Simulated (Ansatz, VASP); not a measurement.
# SiF: VASP beside Ansatz

```
Si F
1.0
     4.82126    0.00000    0.00000
     0.00000    2.52699    0.00000
     0.00000    0.00000    5.63389
Si F
2 2
Direct
  0.25000 0.50000 0.96761
  0.75000 0.50000 0.03239
  0.25000 0.00000 0.71475
  0.75000 0.00000 0.28525
```

Change from the starting cell: species swapped into the CdAu type (Pmma, No. 51).

Alike in both runs: functional PBE; k mesh 10 × 18 × 8; occupations gaussian, width 0.1 eV; no spin polarisation.

Ansatz relaxed the structure, and its values are those at the end. VASP's run is a single point on that final structure, the one shown.

```csv
,VASP,Ansatz
version,VASP 6.6.1,Ansatz 0.2.0
potentials or method,"VASP PAW PBE potentials, release 64 (Si, F), cutoff 520 eV","scalar-relativistic, plane waves, PAW"
valence electrons in the cell,22,22
```

VASP gave:

| Quantity | Value |
| --- | --- |
| gap on the k mesh at the Fermi level (eV) | none |
| pressure (GPa) | 0.1 |
| rms of the force components (eV/Å) | 0.040 |

**Question.** Which values does Ansatz return?

**Answer.** gap on the k mesh at the Fermi level (eV): none; pressure (GPa): 0.0; rms of the force components (eV/Å): 0.000.

A gap of «none» marks a metal or a gap that the smearing closes.
